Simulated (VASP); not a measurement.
# HfS4 (I4_1/amd) in VASP: further runs

HfS4 is run at these levels: LDA; tasks: single point.

All numbers are computed with VASP 6.6.1; they aren't measurements. Logs are shortened: lines on timing, memory, paths and dates and some standing lists are left out, and cuts for length are marked.

## 1. The cell of the first run

Symmetry: I4_1/amd, No. 141, tetragonal system. The conventional cell has a = 7.726 Å, b = 7.726 Å, c = 6.984 Å, α = 90.00°, β = 90.00°, γ = 90.00°. Hf (site symmetry -4m2) has 8 S at 2.44 to 2.73 Å within 3.2 Å. S (site symmetry m) has 2 Hf at 2.44 to 2.73 Å and 8 S at 2.97 to 3.30 Å within 3.4 Å.

## 2. Single point, LDA

INCAR

```
PREC     = Accurate       # precision mode
ENCUT    = 520            # plane-wave cutoff, eV
EDIFF    = 1E-6           # SCF threshold, eV
ISMEAR   = -1             # smearing method
SIGMA    = 0.1            # smearing width, eV
LREAL    = False          # projectors in reciprocal space
LASPH    = True           # aspherical terms in the spheres
NELM     = 100            # most SCF steps
ALGO     = Normal         # electronic algorithm
ISIF     = 2              # what is computed and relaxed
LWAVE    = False          # write WAVECAR
LCHARG   = False          # write CHGCAR
GGA      = CA             # functional
NBANDS   = 45             # bands
```

KPOINTS

```
regular mesh
0
Gamma
  4 4 4
```

POSCAR

```
HfS4
1.0
   -3.8631610000      3.8631610000      3.4918300000
    3.8631610000     -3.8631610000      3.4918300000
    3.8631610000      3.8631610000     -3.4918300000
Hf S
2 8
Direct
    0.1250000000      0.8750000000      0.2500000000
    0.8750000000      0.1250000000      0.7500000000
    0.3540000000      0.7960000000      0.5580000000
    0.7960000000      0.7380000000      0.4420000000
    0.7380000000      0.7960000000      0.9420000000
    0.7960000000      0.3540000000      0.0580000000
    0.6460000000      0.2040000000      0.4420000000
    0.2040000000      0.6460000000      0.9420000000
    0.2620000000      0.2040000000      0.0580000000
    0.2040000000      0.2620000000      0.5580000000
```

Potentials or basis: VASP PAW LDA potentials, release 64 (Hf_pv, S).

Launch:

```console
> cat potpaw_LDA.64/Hf_pv/POTCAR potpaw_LDA.64/S/POTCAR > POTCAR
> mpirun -np 1 vasp_std > vasp.out
```

OUTCAR:

```text
PREC = Accurate
   ENCUT = 520
   EDIFF = 1E-6
   ISMEAR = -1
   LREAL = False
   LASPH = True
   NELM = 100
   ISIF = 2
   GGA = CA

 ion  position               nearest neighbor table
   1  0.125  0.875  0.250-   3 2.44   5 2.44   8 2.44  10 2.44   4 2.73   9 2.73   7 2.73   6 2.73

   2  0.875  0.125  0.750-   4 2.44   6 2.44   7 2.44   9 2.44   5 2.73   8 2.73  10 2.73   3 2.73

   3  0.354  0.796  0.558-   1 2.44   2 2.73
   4  0.796  0.738  0.442-   2 2.44   1 2.73
   5  0.738  0.796  0.942-   1 2.44   2 2.73
   6  0.796  0.354  0.058-   2 2.44   1 2.73
   7  0.646  0.204  0.442-   2 2.44   1 2.73
   8  0.204  0.646  0.942-   1 2.44   2 2.73
   9  0.262  0.204  0.058-   2 2.44   1 2.73
  10  0.204  0.262  0.558-   1 2.44   2 2.73

  LATTYP: Found a body centered tetragonal cell.
 ALAT       =     7.7263220000
 C/A-ratio  =     0.9038789737

  Lattice vectors:

 A1 = (  -3.8631610000,   3.8631610000,   3.4918300000)
 A2 = (   3.8631610000,  -3.8631610000,   3.4918300000)
 A3 = (   3.8631610000,   3.8631610000,  -3.4918300000)

Analysis of symmetry for initial positions (statically):
=====================================================================
 Subroutine PRICEL returns:
 Original cell was already a primitive cell.

 Routine SETGRP: Setting up the symmetry group for a
 body centered tetragonal supercell.

 Subroutine GETGRP returns: Found 16 space group operations
 (whereof  4 operations were pure point group operations)
 out of a pool of 16 trial point group operations.

The static configuration has the point symmetry C_2h.
 The point group associated with its full space group is D_4h.

Analysis of symmetry for dynamics (positions and initial velocities):
=====================================================================
 Subroutine PRICEL returns:
 Original cell was already a primitive cell.

 Routine SETGRP: Setting up the symmetry group for a
 body centered tetragonal supercell.

 Subroutine GETGRP returns: Found 16 space group operations
 (whereof  4 operations were pure point group operations)
 out of a pool of 16 trial point group operations.

The dynamic configuration has the point symmetry C_2h.
 The point group associated with its full space group is D_4h.

 Subroutine INISYM returns: Found 16 space group operations
 (whereof  4 operations are pure point group operations),
 and found     1 'primitive' translations

----------------------------------------------------------------------------------------

                                     Primitive cell
[... 104 lines left out ...]
   TEBEG  =    0.0;   TEEND  =   0.0 temperature during run
   PSTRESS=    0.0 pullay stress
   NELECT =      68.0000    total number of electrons
   NUPDOWN=      -1.0000    fix difference up-down
   EMIN   =  10.00;   EMAX   =-10.00  energy-range for DOS
   EFERMI =   0.00;   METHOD = LEGACY
   ISMEAR =    -1;   SIGMA  =   0.10  broadening in eV -4-tet -1-fermi 0-gaus
   EFERMI_NEDOS =   21; number of points for ismear=-14 and -15
   IALGO  =     38    algorithm
   IMIX   =      4    mixing-type and parameters
     AMIX     =   0.40;   BMIX     =  1.00
     AMIX_MAG =   1.60;   BMIX_MAG =  1.00
  volume/ion in A,a.u.               =      20.84       140.67
  Fermi-wavevector in a.u.,A,eV,Ry     =   1.126968  2.129661 17.280172  1.270057
  Thomas-Fermi vector in A             =   2.263652
   LORBIT       =      0    0 simple, 1 ext, 2 COOP (PROOUT), +10 PAW based schemes
   GGA     = CA    functional components
   LHFCALC =     F    Hartree Fock is set to
   AEXX    =    0.0000 exact exchange contribution
   IVDW    =     0    specifies the selected vdW correction
   LEPSILON=     F    determine dielectric tensor
   LRPA    =     F    only Hartree local field effects (RPA)
 non-spin polarized calculation
  energy-cutoff  :      520.00
  volume of cell :      208.45
 maximum number of plane-waves:      5664
   NGX = 25   NGY = 25   NGZ = 25

 number of electron      67.9999998 magnetization

 Free energy of the ion-electron system (eV)
  ---------------------------------------------------
  ext. energy  EPLUGINS =         0.00000000
  ---------------------------------------------------
  free energy    TOTEN  =       -61.75364814 eV

  energy without entropy =      -61.39565567  energy(sigma->0) =      -61.57465190

 E-fermi :   3.5164     XC(G=0): -10.2264

 val. band max:        3.4776400445   @ k =   0.2500   0.2500  -0.0000
 cond. band min:       3.5422845745   @ k =  -0.2500   0.2500   0.2500
 fundamental gap:      0.0646445300
 Fermi energy:         3.5164227003

 k-point     1 :       0.0000    0.0000    0.0000
  band No.  band energies     occupation
      1     -26.4137      2.00000
      2     -26.4124      2.00000
      3     -26.4090      2.00000
      4     -26.4090      2.00000
      5     -26.3782      2.00000
      6     -26.3782      2.00000
[... 613 lines left out ...]
     44       8.2422      0.00000
     45       9.0865      0.00000

------------------------ aborting loop because EDIFF is reached ----------------------------------------

  FORCE on cell =-STRESS in cart. coord.  units (eV):
  Direction    XX          YY          ZZ          XY          YZ          ZX
  --------------------------------------------------------------------------------------
  -------------------------------------------------------------------------------------
  Total        0.5900078      0.5900078    -18.5652304      0.0000000      0.0000000      0.0000000
  in kB        4.5349197      4.5349197   -142.6961405      0.0000000      0.0000000      0.0000000
  external PRESSURE =     -44.5421003 kB  Pullay stress =       0.0000000 kB

 VOLUME and BASIS-vectors are now :
 -----------------------------------------------------------------------------
  energy-cutoff  :      520.00
  volume of cell :      208.45
      direct lattice vectors                 reciprocal lattice vectors
    -3.863161000  3.863161000  3.491830000     0.000000000  0.129427689  0.143191392
     3.863161000 -3.863161000  3.491830000     0.129427689  0.000000000  0.143191392
     3.863161000  3.863161000 -3.491830000     0.129427689  0.129427689  0.000000000

 POSITION                                       TOTAL-FORCE (eV/Angst)
 -----------------------------------------------------------------------------------
      3.86316     -1.93158      2.61887         0.000000     -0.000000     -0.000000
     -0.00000      5.79474      0.87296         0.000000     -0.000000     -0.000000
      3.86316      0.44813      2.06716         0.000000      0.455313      0.071793
      1.48345      1.93158      3.81308        -0.455313     -0.000000      0.071793
      3.86316      3.41503      2.06716         0.000000     -0.455313      0.071793
     -1.48345      1.93158      3.81308         0.455313     -0.000000      0.071793
      0.00000      3.41503      1.42467         0.000000     -0.455313     -0.071793
      5.34661      1.93158     -0.32125        -0.455313      0.000000     -0.071793
     -0.00000      0.44813      1.42467         0.000000      0.455313     -0.071793
      2.37971      1.93158     -0.32125         0.455313      0.000000     -0.071793
 -----------------------------------------------------------------------------------
    total drift:                               -0.000000     -0.000000      0.000000

  FREE ENERGIE OF THE ION-ELECTRON SYSTEM (eV)
  ---------------------------------------------------
  free  energy   TOTEN  =       -61.7536481388 eV

  energy  without entropy=      -61.3956556652  energy(sigma->0) =      -61.57465190
```

OSZICAR:

```text
N       E                     dE             d eps       ncg     rms          rms(c)
DAV:   1     0.371945955622E+03    0.37195E+03   -0.32294E+04  1170   0.136E+03
DAV:   2    -0.341352873717E+02   -0.40608E+03   -0.39492E+03  1511   0.289E+02
DAV:   3    -0.628499673140E+02   -0.28715E+02   -0.27898E+02  1396   0.670E+01
DAV:   4    -0.635515112028E+02   -0.70154E+00   -0.69462E+00  1444   0.119E+01
DAV:   5    -0.635707156090E+02   -0.19204E-01   -0.19190E-01  1432   0.193E+00    0.792E+01
DAV:   6    -0.619658010558E+02    0.16049E+01   -0.31651E+00  1283   0.640E+00    0.516E+01
DAV:   7    -0.618214713793E+02    0.14433E+00   -0.17966E+00  1455   0.534E+00    0.371E+00
DAV:   8    -0.617544251910E+02    0.67046E-01   -0.40604E-01  1253   0.258E+00    0.255E+00
DAV:   9    -0.617544354901E+02   -0.10299E-04   -0.30252E-02  1500   0.667E-01    0.843E-01
DAV:  10    -0.617538569866E+02    0.57850E-03   -0.44056E-03  1377   0.242E-01    0.798E-01
DAV:  11    -0.617536614174E+02    0.19557E-03   -0.13159E-03  1290   0.134E-01    0.707E-02
DAV:  12    -0.617536480957E+02    0.13322E-04   -0.11115E-04  1299   0.449E-02    0.170E-02
DAV:  13    -0.617536481388E+02   -0.43086E-07   -0.87640E-06  1511   0.109E-02
   1 F= -.61753648E+02 E0= -.61574652E+02  d E =-.357992E+00
```

Wall time 59 s (1 thread of Intel Xeon 6975P-C (Granite Rapids), shared host); peak memory 0.29 GiB.

Results:

| Item | Value |
| --- | --- |
| Free energy | -61.7536 eV |
| Pressure | -4.5 GPa |
| Largest force | 0.461 eV/Å |
| Band gap on the k mesh | zero (bands 34 and 35 overlap by 0.99 eV) |

Forces on the atoms (eV/Å):
```
Hf   0.000  0.000  0.000
Hf   0.000  0.000  0.000
S    0.000  0.455  0.072
S   -0.455  0.000  0.072
S    0.000 -0.455  0.072
S    0.455  0.000  0.072
S    0.000 -0.455 -0.072
S   -0.455  0.000 -0.072
S    0.000  0.455 -0.072
S    0.455  0.000 -0.072
```

Caveat: the cell stands under tension; spin-orbit coupling is left out, which moves the levels of the heavy elements.

[end of part 1 of 2]
